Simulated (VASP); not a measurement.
Set up this calculation in VASP 6.6.1, as the native input.

```yaml
Task: single point
Functional: LDA
Potentials_or_basis: VASP PAW LDA potentials, release 64 (Pt)
Cutoff: 520 eV
k_mesh: 22 × 22 × 22
Occupations: gaussian, width 0.15 eV
Spin: no spin polarisation
Dipole_correction: no
Further_INCAR_settings: ALGO = Fast; EDIFF = 1e-07; NBANDS = 11
```

The structure of Pt lies in POSCAR:

```
Pt
1.0
   -1.3452296190      1.5575171673      1.5575171673
    1.5575171673     -1.3452296190      1.5575171673
    1.5575171673      1.5575171673     -1.3452296190
Pt
1
Direct
    0.0000000000      0.0000000000      0.0000000000
```

One way to write it, as run:

INCAR

```
SYSTEM = Pt
  ALGO = Fast
  EDIFF = 1E-7
  ENCUT = 520
  ISIF = 2
  ISMEAR = 0
  LASPH = .True.
  LCHARG = .False.
  LREAL = .False.
  LWAVE = .False.
  NBANDS = 11
  NELM = 80
  PREC = Accurate
  SIGMA = 0.15
```

KPOINTS

```
k-points
0
Gamma
  22 22 22
  0 0 0
```

Potentials or basis: VASP PAW LDA potentials, release 64 (Pt).

Launch:

```console
$ cat potpaw_LDA.64/Pt/POTCAR > POTCAR
$ mpirun -np 1 vasp_std > vasp.out
```

Results of the run:

```json
{
  "Pressure": "13.2 GPa",
  "Band gap on the k mesh": "zero (bands 5 and 6 overlap by 2.77 eV)"
}
```

Caveat: the cell stands under pressure; spin-orbit coupling is left out, which moves the levels of the heavy elements.

Wall time 56 s on 1 thread of Intel(R) Xeon(R) 6975P-C (Granite Rapids) (shared host), peak memory 0.27 GiB.
